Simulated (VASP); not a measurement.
Runs of VASP 6.6.1 on Sn. The structure is that of space group Fd-3m (No. 227), or close to it. The cells are those of the table. 

| cell | gap on the mesh (eV) | pressure (GPa) |
| --- | --- | --- |
| a = 4.662 Å, angles 60.0°, 2 atoms | none | -1.0 |
| a = 4.479 Å, angles 60.0°, 2 atoms | none | 5.0 |
| a = 4.633 Å, angles 60.0°, 2 atoms | none | -0.2 |
| a = 4.511 Å, angles 60.0°, 2 atoms | none | 3.7 |
| a = 4.573 Å, angles 60.0°, 2 atoms | none | 1.5 |
| a = 4.542 Å, angles 60.0°, 2 atoms | none | (b) |
| a = 4.603 Å, angles 60.0°, 2 atoms | none | (a) |

Alike in all rows: task single point; level PBEsol; potentials or basis VASP PAW PBE potentials, release 64 (Sn_d); no spin polarisation; k mesh 8 × 8 × 8; cutoff (eV) 520; smearing fermi-dirac 0.1 eV.

Problem. Fill in the values left out.

Solution. (a) 0.6; (b) 2.5.

Caveats: the PAW data sets were made with another functional, which shifts forces and pressure a little; spin-orbit coupling is left out, which moves the levels of the heavy elements.

A k mesh can miss the band edges, and the runs leave out spin-orbit coupling on Sn.

A gap of «none» marks levels without a gap at the run's occupations.
